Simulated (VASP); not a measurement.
# Si3WC2 (P6/mmm) in VASP: a series of runs

Runs on Si3WC2. Level: PBE. Tasks: single point, relaxation of cell and atoms.

Program: VASP 6.6.1. These are calculated values, not measurements. Logs are shortened: lines on timing, memory, paths and dates and some standing lists are left out, and cuts for length are marked.

## 1. The cell of the first run

The structure is hexagonal, space group P6/mmm (No. 191). Conventional cell: a = 6.244 Å, b = 6.244 Å, c = 2.536 Å, α = 90.00°, β = 90.00°, γ = 120.00°. Within 2.4 Å of Si (site symmetry mmm) lie 2 C at 1.80 Å. W (site symmetry 6/mmm) has 2 W at 2.54 Å and 6 Si at 3.12 Å within 3.3 Å. C (site symmetry -6m2) has 3 Si at 1.80 Å within 2.4 Å.

The cell was generated, and may not be a known phase.

## 2. Single point, PBE

The input, INCAR:

```
SYSTEM = Si3WC2
ALGO = Normal
EDIFF = 1E-7
ENCUT = 520
GGA = PE
ISIF = 2
ISMEAR = 0
LASPH = .True.
LCHARG = .True.
LELF = .True.
LREAL = .False.
LVHAR = .True.
LWAVE = .False.
NBANDS = 26
NELM = 100
PREC = Accurate
SIGMA = 0.1
```

The input, KPOINTS:

```
k-points
0
Gamma
  3 3 6
  0 0 0
```

The input, POSCAR:

```
Si3WC2
1.0
    6.2440222384      0.0000000000      0.0000000000
   -3.1220111192      5.4074818802      0.0000000000
    0.0000000000      0.0000000000      2.5362375215
Si W C
3 1 2
Direct
    0.5000000000      0.0000000000      0.0000000000
    0.0000000000      0.5000000000      0.0000000000
    0.5000000000      0.5000000000      0.0000000000
    0.0000000000      0.0000000000      0.0000000000
    0.3333333333      0.6666666667      0.0000000000
    0.6666666667      0.3333333333      0.0000000000
```

Potentials or basis: VASP PAW PBE potentials, release 64 (Si, W_sv, C).

The run is started by

```sh
$ cat potpaw_PBE.64/Si/POTCAR potpaw_PBE.64/W_sv/POTCAR potpaw_PBE.64/C/POTCAR > POTCAR
$ mpirun -np 1 vasp_std > vasp.out
```

OUTCAR:

```text
SYSTEM = Si3WC2
   EDIFF = 1E-7
   ENCUT = 520
   GGA = PE
   ISIF = 2
   ISMEAR = 0
   LASPH = .True.
   LREAL = .False.
   NELM = 100
   PREC = Accurate

 ion  position               nearest neighbor table
   1  0.500  0.000  0.000-   5 1.80   6 1.80   2 3.12   3 3.12   3 3.12   2 3.12   4 3.12   4 3.12

   2  0.000  0.500  0.000-   5 1.80   6 1.80   1 3.12   4 3.12   4 3.12   1 3.12   3 3.12   3 3.12

   3  0.500  0.500  0.000-   5 1.80   6 1.80   1 3.12   4 3.12   1 3.12   4 3.12   2 3.12   2 3.12

   4  0.000  0.000  0.000-   2 3.12   3 3.12   2 3.12   3 3.12   1 3.12   1 3.12
   5  0.333  0.667  0.000-   1 1.80   2 1.80   3 1.80
   6  0.667  0.333  0.000-   1 1.80   2 1.80   3 1.80

  LATTYP: Found a hexagonal cell.
 ALAT       =     6.2440222384
 C/A-ratio  =     0.4061864972

  Lattice vectors:

 A1 = (   6.2440222384,   0.0000000000,   0.0000000000)
 A2 = (  -3.1220111192,   5.4074818802,   0.0000000000)
 A3 = (   0.0000000000,   0.0000000000,   2.5362375215)

Analysis of symmetry for initial positions (statically):
=====================================================================
 Subroutine PRICEL returns:
 Original cell was already a primitive cell.

 Routine SETGRP: Setting up the symmetry group for a
 hexagonal supercell.

 Subroutine GETGRP returns: Found 24 space group operations
 (whereof 24 operations were pure point group operations)
 out of a pool of 24 trial point group operations.

The static configuration has the point symmetry D_6h.

Analysis of symmetry for dynamics (positions and initial velocities):
=====================================================================
 Subroutine PRICEL returns:
 Original cell was already a primitive cell.

 Routine SETGRP: Setting up the symmetry group for a
 hexagonal supercell.

 Subroutine GETGRP returns: Found 24 space group operations
 (whereof 24 operations were pure point group operations)
 out of a pool of 24 trial point group operations.

The dynamic configuration has the point symmetry D_6h.

 Subroutine INISYM returns: Found 24 space group operations
 (whereof 24 operations are pure point group operations),
 and found     1 'primitive' translations

----------------------------------------------------------------------------------------

                                     Primitive cell

  volume of cell :      85.6346

  direct lattice vectors                    reciprocal lattice vectors
     6.244022238  0.000000000  0.000000000     0.160153177  0.092464480  0.000000000
    -3.122011119  5.407481880  0.000000000     0.000000000  0.184928960  0.000000000
     0.000000000  0.000000000  2.536237521     0.000000000  0.000000000  0.394284838

  length of vectors
     6.244022238  6.244022238  2.536237521     0.184928960  0.184928960  0.394284838

  position of ions in fractional coordinates (direct lattice)
     0.500000000  0.000000000  0.000000000
     0.000000000  0.500000000  0.000000000
     0.500000000  0.500000000  0.000000000
     0.000000000  0.000000000  0.000000000
     0.333333333  0.666666667  0.000000000
     0.666666667  0.333333333  0.000000000

  ion indices of the primitive-cell ions
   primitive index   ion index
                 1           1
                 2           2
                 3           3
                 4           4
                 5           5
                 6           6

----------------------------------------------------------------------------------------

 KPOINTS: k-points

Automatic generation of k-mesh.
 Grid dimensions read from file:
 generate k-points for:    3    3    6

 Generating k-lattice:

  Cartesian coordinates                     Fractional coordinates (reciprocal lattice)
     0.053384392  0.030821493  0.000000000     0.333333333  0.000000000  0.000000000
     0.000000000  0.061642987  0.000000000     0.000000000  0.333333333  0.000000000
     0.000000000  0.000000000  0.065714140     0.000000000  0.000000000  0.166666667

  Length of vectors
     0.061642987  0.061642987  0.065714140

  Shift w.r.t. Gamma in fractional coordinates (k-lattice)
     0.000000000  0.000000000  0.000000000

 Subroutine IBZKPT returns following result:
 ===========================================

 Found     12 irreducible k-points:

 Following reciprocal coordinates:
            Coordinates               Weight
  0.000000  0.000000  0.000000      1.000000
  0.333333  0.000000  0.000000      6.000000
  0.333333  0.333333  0.000000      2.000000
  0.000000  0.000000  0.166667      2.000000
  0.333333  0.000000  0.166667     12.000000
  0.333333  0.333333  0.166667      4.000000
  0.000000  0.000000  0.333333      2.000000
  0.333333  0.000000  0.333333     12.000000
  0.333333  0.333333  0.333333      4.000000
  0.000000  0.000000  0.500000      1.000000
  0.333333  0.000000  0.500000      6.000000
  0.333333  0.333333  0.500000      2.000000
   k-points           NKPTS =     12   k-points in BZ     NKDIM =     12   number of bands    NBANDS=     26
   number of dos      NEDOS =    301   number of ions     NIONS =      6
   total plane-waves  NPLWV =  46080
   dimension x,y,z NGX =    48 NGY =   48 NGZ =   20
   dimension x,y,z NGXF=    96 NGYF=   96 NGZF=   40
   ions per type =               3   1   2
   NGX,Y,Z   is equivalent  to a cutoff of  12.78, 12.78, 13.11 a.u.
   NGXF,Y,Z  is equivalent  to a cutoff of  25.56, 25.56, 26.22 a.u.
 SYSTEM =  Si3WC2
   PREC   = accura    normal or accurate (medium, high low for compatibility)
   ISTART =      0    job   : 0-new  1-cont  2-samecut
   ICHARG =      2    charge: 1-file 2-atom 10-const
   ISPIN  =      1    spin polarized calculation?
   LNONCOLLINEAR =      F non collinear calculations
   LSORBIT =      F    spin-orbit coupling
   LASPH  =      T    aspherical Exc in radial PAW
   ENCUT  =  520.0 eV  38.22 Ry    6.18 a.u.  11.61 11.61  4.72*2*pi/ulx,y,z
   NELM   =    100;   NELMIN=  2; NELMDL= -5     # of ELM steps
   EDIFF  = 0.1E-06   stopping-criterion for ELM
   LREAL  =      F    real-space projection
   EDIFFG = 0.1E-05   stopping-criterion for IOM
   NSW    =      0    number of steps for IOM
   IBRION =     -1    ionic relax: 0-MD 1-quasi-New 2-CG
   NFREE  =      0    steps in history (QN), initial steepest desc. (CG)
   ISIF   =      2    stress and relaxation
   ISYM   =      2    0-nonsym 1-usesym 2-fastsym
   POTIM  = 0.5000    time-step for ionic-motion
   TEBEG  =    0.0;   TEEND  =   0.0 temperature during run
   PSTRESS=    0.0 pullay stress
   NELECT =      34.0000    total number of electrons
   NUPDOWN=      -1.0000    fix difference up-down
   EMIN   =  10.00;   EMAX   =-10.00  energy-range for DOS
   EFERMI =   0.00;   METHOD = LEGACY
   ISMEAR =     0;   SIGMA  =   0.10  broadening in eV -4-tet -1-fermi 0-gaus
   EFERMI_NEDOS =   21; number of points for ismear=-14 and -15
   IALGO  =     38    algorithm
   IMIX   =      4    mixing-type and parameters
     AMIX     =   0.40;   BMIX     =  1.00
     AMIX_MAG =   1.60;   BMIX_MAG =  1.00
  volume/ion in A,a.u.               =      14.27        96.32
  Fermi-wavevector in a.u.,A,eV,Ry     =   1.203237  2.273789 19.698246  1.447780
  Thomas-Fermi vector in A             =   2.338996
   LORBIT       =      0    0 simple, 1 ext, 2 COOP (PROOUT), +10 PAW based schemes
   GGA     = PE    functional components
   LHFCALC =     F    Hartree Fock is set to
   AEXX    =    0.0000 exact exchange contribution
   IVDW    =     0    specifies the selected vdW correction
   LEPSILON=     F    determine dielectric tensor
   LRPA    =     F    only Hartree local field effects (RPA)
 non-spin polarized calculation
 Gauss-broadening in eV      SIGMA  =   0.10
  energy-cutoff  :      520.00
  volume of cell :       85.63
 maximum number of plane-waves:      2331
 NGX is ok and might be reduce to    48
   NGX = 23   NGY = 23   NGZ =  9

 number of electron      34.0000000 magnetization

 Free energy of the ion-electron system (eV)
  ---------------------------------------------------
  ext. energy  EPLUGINS =         0.00000000
  ---------------------------------------------------
  free energy    TOTEN  =       -38.92990347 eV

  energy without entropy =      -38.90780143  energy(sigma->0) =      -38.91885245

 E-fermi :   7.3490     XC(G=0): -11.0489

 val. band max:        7.2955318228   @ k =   0.3333   0.3333   0.0000
 cond. band min:       7.3945142789   @ k =   0.3333   0.3333   0.5000
 fundamental gap:      0.0989824561
 Fermi energy:         7.3489588033

 k-point     1 :       0.0000    0.0000    0.0000
  band No.  band energies     occupation
      1     -66.6637      2.00000
      2     -30.8371      2.00000
      3     -30.8371      2.00000
      4     -29.9442      2.00000
      5      -7.7995      2.00000
      6      -5.8332      2.00000
[... 18 lines left out ...]
     25      16.1524      0.00000
     26      16.1533      0.00000

 k-point     2 :       0.3333    0.0000    0.0000
  band No.  band energies     occupation
      1     -66.6637      2.00000
      2     -30.8372      2.00000
      3     -30.8371      2.00000
      4     -29.9442      2.00000
      5      -7.4935      2.00000
      6      -6.4547      2.00000
[... 18 lines left out ...]
     25      13.4668      0.00000
     26      15.3340      0.00000

 k-point     3 :       0.3333    0.3333    0.0000
  band No.  band energies     occupation
      1     -66.6637      2.00000
      2     -30.8372      2.00000
      3     -30.8372      2.00000
      4     -29.9442      2.00000
      5      -7.0291      2.00000
      6      -7.0291      2.00000
[... 224 lines left out ...]
 k-point    11 :       0.3333    0.0000    0.5000
  band No.  band energies     occupation
      1     -66.5179      2.00000
      2     -31.6098      2.00000
      3     -30.6424      2.00000
      4     -30.6424      2.00000
      5      -4.5961      2.00000
      6      -3.8507      2.00000
[... 18 lines left out ...]
     25      12.4161      0.00000
     26      12.6254      0.00000

 k-point    12 :       0.3333    0.3333    0.5000
  band No.  band energies     occupation
      1     -66.5179      2.00000
      2     -31.6099      2.00000
      3     -30.6424      2.00000
      4     -30.6424      2.00000
      5      -4.2492      2.00000
      6      -4.2492      2.00000
[... 18 lines left out ...]
     25      12.2969      0.00000
     26      12.2969      0.00000

------------------------ aborting loop because EDIFF is reached ----------------------------------------

  FORCE on cell =-STRESS in cart. coord.  units (eV):
  Direction    XX          YY          ZZ          XY          YZ          ZX
  --------------------------------------------------------------------------------------
  -------------------------------------------------------------------------------------
  Total        0.1131626      0.1131626     -0.0437907      0.0000000     -0.0000000      0.0000000
  in kB        2.1172104      2.1172104     -0.8193009      0.0000000     -0.0000000      0.0000000
  external PRESSURE =       1.1383733 kB  Pullay stress =       0.0000000 kB

 VOLUME and BASIS-vectors are now :
 -----------------------------------------------------------------------------
  energy-cutoff  :      520.00
  volume of cell :       85.63
      direct lattice vectors                 reciprocal lattice vectors
     6.244022238  0.000000000  0.000000000     0.160153177  0.092464480  0.000000000
    -3.122011119  5.407481880  0.000000000     0.000000000  0.184928960  0.000000000
     0.000000000  0.000000000  2.536237521     0.000000000  0.000000000  0.394284838

 POSITION                                       TOTAL-FORCE (eV/Angst)
 -----------------------------------------------------------------------------------
      3.12201      0.00000      0.00000         0.000000      0.000000      0.000000
     -1.56101      2.70374      0.00000         0.000000      0.000000      0.000000
      1.56101      2.70374      0.00000         0.000000      0.000000      0.000000
      0.00000      0.00000      0.00000         0.000000      0.000000      0.000000
     -0.00000      3.60499      0.00000         0.000000      0.000000      0.000000
      3.12201      1.80249      0.00000        -0.000000      0.000000      0.000000
 -----------------------------------------------------------------------------------
    total drift:                               -0.000000      0.000000      0.000000

  FREE ENERGIE OF THE ION-ELECTRON SYSTEM (eV)
  ---------------------------------------------------
  free  energy   TOTEN  =       -38.9299034707 eV

  energy  without entropy=      -38.9078014258  energy(sigma->0) =      -38.91885245
```

Wall time 26 s (1 thread of Intel Xeon Platinum 8259CL at 2.50GHz (Skylake/Cascade Lake), shared host); peak memory 0.21 GiB.

What came out:

| Quantity | Value |
| --- | --- |
| Free energy | -38.9299 eV |
| Pressure | 0.1 GPa |
| Band gap on the k mesh | zero (bands 17 and 18 overlap by 2.29 eV) |

Caveat: the k points lie up to 0.41 Å⁻¹ apart, too coarse for converged energies and pressures of a metal; spin-orbit coupling is left out, which moves the levels of the heavy elements.

## 3. Single point, PBE

This run uses another cell than the first one, of 14.34 Å³/atom.

The input, INCAR:

```
SYSTEM = Si3WC2
  PREC = Accurate
  ENCUT = 520
  EDIFF = 1E-6
  ISMEAR = 0
  SIGMA = 0.1
  LREAL = .FALSE.
  LASPH = .TRUE.
  NELM = 60
  ALGO = Normal
  ISIF = 2
  LWAVE = .FALSE.
  LCHARG = .FALSE.
  GGA = PE
  NBANDS = 26
```

The input, KPOINTS:

```
regular mesh
0
G
  6 6 4
  0 0 0
```

Changes to POSCAR since step 2:

```diff
@@ -2,5 +2,5 @@
 1.0
-    6.2440222384      0.0000000000      0.0000000000
-   -3.1220111192      5.4074818802      0.0000000000
-    0.0000000000      0.0000000000      2.5362375215
+    6.2453451306      0.0000000000      0.0000000000
+   -3.1226725653      5.4086275385      0.0000000000
+    0.0000000000      0.0000000000      2.5472631393
 Si W C
```

Potentials or basis: VASP PAW PBE potentials, release 64 (Si, W_sv, C).

The run is started by

```sh
$ cat potpaw_PBE.64/Si/POTCAR potpaw_PBE.64/W_sv/POTCAR potpaw_PBE.64/C/POTCAR > POTCAR
$ mpirun -np 1 vasp_std > vasp.out
```

It took 43 s on 1 thread of Intel Xeon Platinum 8259CL at 2.50GHz (Skylake/Cascade Lake), shared host; peak memory 0.22 GiB.

Results (log left out):

```yaml
Free_energy: -38.6493 eV
Pressure: 0.0 GPa
Band_gap_on_the_k_mesh: zero (bands 17 and 18 overlap by 1.93 eV)
```

Stress tensor (GPa, compression positive):
```
-0.03  0.00  0.00
 0.00 -0.03  0.00
 0.00  0.00  0.14
```

Levels at points of the mesh, in eV from the Fermi level:
```
           k point  band 14  band 15  band 16  band 17  band 18  band 19  band 20  band 21
(0.00, 0.00, 0.00)    -1.22    -0.32    -0.32     1.19     1.57     1.57     1.97     2.15
(0.50, 0.00, 0.00)    -1.53    -1.34    -1.30     1.60     1.97     2.10     2.29     3.85
(0.00, 0.00, 0.50)    -2.74    -2.32    -2.32    -0.73     1.07     1.07     2.17     2.21
(0.50, 0.00, 0.50)    -1.96    -1.53    -0.97    -0.51     0.46     0.62     1.20     2.26
```

Caveat: the k points lie up to 0.62 Å⁻¹ apart, too coarse for converged energies and pressures of a metal; spin-orbit coupling is left out, which moves the levels of the heavy elements.

## 4. Single point, PBE

This run uses another cell than the first one.

The input, INCAR:

```
PREC = Accurate
ENCUT = 520
EDIFF = 1E-7
ISMEAR = 0
SIGMA = 0.1
LREAL = F
LASPH = T
NELM = 60
ALGO = Normal
ISIF = 2
LWAVE = F
LCHARG = F
GGA = PE
NBANDS = 26
```

The input, KPOINTS:

```
Automatic mesh
0
Gamma
  6 6 4
```

The input, POSCAR:

```
Si3WC2
1.0
    4.6785466400      0.0000000000      0.0000000000
   -2.3392733200      4.0517402400      0.0000000000
    0.0000000000      0.0000000000      5.7468291000
Si W C
3 1 2
Direct
    0.5000000000      0.0000000000      0.0000000000
    0.0000000000      0.5000000000      0.0000000000
    0.5000000000      0.5000000000      0.0000000000
    0.0000000000      0.0000000000      0.0000000000
    0.3333333300      0.6666666700      0.0000000000
    0.6666666700      0.3333333300      0.0000000000
```

The run is started by

```sh
$ cat potpaw_PBE.64/Si/POTCAR potpaw_PBE.64/W_sv/POTCAR potpaw_PBE.64/C/POTCAR > POTCAR
$ mpirun -np 1 vasp_std > vasp.out
```

Wall time 61 s (1 thread of Intel Xeon Platinum 8259CL at 2.50GHz (Skylake/Cascade Lake), shared host); peak memory 0.26 GiB.

The run converged. Its results:

- Free energy: -3.7968 eV
- Pressure: 140.0 GPa
- Band gap on the k mesh: zero (bands 17 and 18 overlap by 0.88 eV)

Stress tensor (GPa, compression positive):
```
210.81   0.00   0.00
  0.00 210.81   0.00
  0.00   0.00  -1.51
```

Levels at points of the mesh, in eV from the Fermi level:
```tsv
k point	band 14	band 15	band 16	band 17	band 18	band 19	band 20	band 21
(0.00, 0.00, 0.00)	-0.84	-0.84	-0.76	0.60	0.60	1.92	1.92	2.89
(0.50, 0.00, 0.00)	-1.71	-0.62	-0.42	0.14	0.81	1.17	1.32	2.42
(0.00, 0.00, 0.50)	-0.88	-0.88	-0.06	0.60	0.60	1.79	1.79	1.88
(0.50, 0.00, 0.50)	-1.78	-0.42	-0.38	0.45	0.59	0.75	1.97	2.43
```

Caveat: the stress differs along the axes, from -2 to 211 GPa; spin-orbit coupling is left out, which moves the levels of the heavy elements.

(Part 1 of 2 ends here.)

The gap in the log of VASP goes by the Fermi energy; the results here count the filled bands.